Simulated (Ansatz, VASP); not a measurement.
## One calculation of Ru, two programs

```xyz
6
Lattice="4.4462 0.0000 0.0000 0.0000 4.8327 0.0000 -1.9944 0.0000 4.3966" Properties=species:S:1:pos:R:3 pbc="T T T"
Ru    0.0000    0.0000    0.0000
Ru   -0.9972    2.4163    2.1983
Ru    1.3611    1.7398    1.1651
Ru    2.0879    4.1561    1.0332
Ru    1.0907    3.0929    3.2315
Ru    0.3639    0.6766    3.3634
```

Alike in both runs: task relaxation of cell and atoms; functional PBE; k mesh 4 × 4 × 4; occupations gaussian, width 0.1 eV; no spin polarisation.

```csv
,VASP,Ansatz
version,VASP 6.6.1,Ansatz 0.2.0
potentials or method,"VASP PAW PBE potentials, release 64 (Ru_pv), cutoff 600 eV","scalar-relativistic, plane waves, PAW"
valence electrons in the cell,84,96
```

```tsv
	VASP	Ansatz	Ansatz less VASP
gap on the k mesh at the Fermi level, each at its own relaxed structure (eV)	none	none	-
relaxed volume (Å³/atom)	14.48	14.49	+0.004
relaxed cell length with the largest relative difference (Å)	4.328	4.324	-0.0033
```

A gap of «none» marks a metal or a gap that the smearing closes. VASP's potentials hold 84 valence electrons a cell and Ansatz's 96, so a difference there can come from the potentials and not from the codes.

The k mesh is coarse, so the values compare programs but aren't converged.
